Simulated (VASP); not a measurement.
# PtSe: relaxation of cell and atoms with r2SCAN+rVV10

PtSe:

```
Pt Se
1.0
     0.00000    3.03745    3.03745
     3.03745    0.00000    3.03745
     3.03745    3.03745    0.00000
Pt Se
1 1
Cartesian
  0.0000 0.0000 0.0000
  1.5187 1.5187 1.5187
```

```
Program                : VASP 6.6.1
Task                   : relaxation of cell and atoms
Functional             : r2SCAN
Dispersion             : rVV10
Potentials or basis    : VASP PAW PBE potentials, release 64 (Pt, Se)
Cutoff                 : 600 eV
k mesh                 : 8 × 8 × 8
Occupations            : fermi-dirac, width 0.05 eV
Spin                   : no spin polarisation
Dipole correction      : no
Further INCAR settings : ALGO = Normal; EDIFF = 1e-06; IBRION = 2; EDIFFG = -0.01; NSW = 60; ISIF = 3
```

The relaxed volume is 22.25 Å³/atom. The relaxed cell is a = 3.978 Å, b = 3.978 Å, c = 3.978 Å, α = 60.00°, β = 60.00°, γ = 60.00°, the space group after relaxing (to 0.05 Å) is F-43m (No. 216) and the energy gained by relaxing is 327.2 meV/atom. The ionic steps are 7 and the pressure after relaxing is 0.0 GPa. The band gap on the k mesh is zero (band 8 reaches 7.86 eV, above the bottom of band 9 at 3.89 eV).

The path:
| step | energy change (eV) | largest force (eV/Å) | pressure (GPa) | volume (Å³) |
| --- | --- | --- | --- | --- |
| 1 | 0.0000 | 0.0000 | -14.31 | 56.05 |
| 2 | -0.2117 | 0.0000 | 25.96 | 38.10 |
| 3 | -0.6538 | 0.0000 | -0.61 | 44.76 |
| 4 | -0.6543 | 0.0000 | -0.11 | 44.55 |
| 5 | -0.6541 | 0.0000 | 0.43 | 44.33 |
| 6 | -0.6540 | 0.0000 | -0.45 | 44.69 |
| 7 | -0.6543 | 0.0000 | 0.00 | 44.50 |

Final structure:
```
Pt Se
1.0
     0.00000    2.81267    2.81267
     2.81267    0.00000    2.81267
     2.81267    2.81267    0.00000
Pt Se
1 1
Direct
  0.00000 0.00000 0.00000
  0.25000 0.25000 0.25000
```

Levels at points of the mesh, in eV from the Fermi level:
| k point | band 5 | band 6 | band 7 | band 8 | band 9 | band 10 | band 11 | band 12 |
| --- | --- | --- | --- | --- | --- | --- | --- | --- |
| (0.00, 0.00, 0.00) | -3.17 | -3.17 | 1.12 | 2.54 | 2.54 | 2.54 | 7.06 | 7.06 |
| (0.50, 0.00, 0.00) | -2.97 | -2.97 | -2.67 | 0.66 | 0.66 | 3.16 | 8.33 | 8.33 |
| (0.50, 0.50, 0.00) | -3.10 | -2.72 | -2.68 | -1.44 | -1.44 | 4.90 | 5.49 | 10.55 |

Run time: 11 min on 1 thread of Intel(R) Xeon(R) 6975P-C (Granite Rapids), on a shared host, peak memory 0.4 GiB.

Caveat: the volume moved by over 15 % at a fixed basis, so the end points are rough; the PAW data sets were made with another functional, which shifts forces and pressure a little; spin-orbit coupling is left out, which moves the levels of the heavy elements.
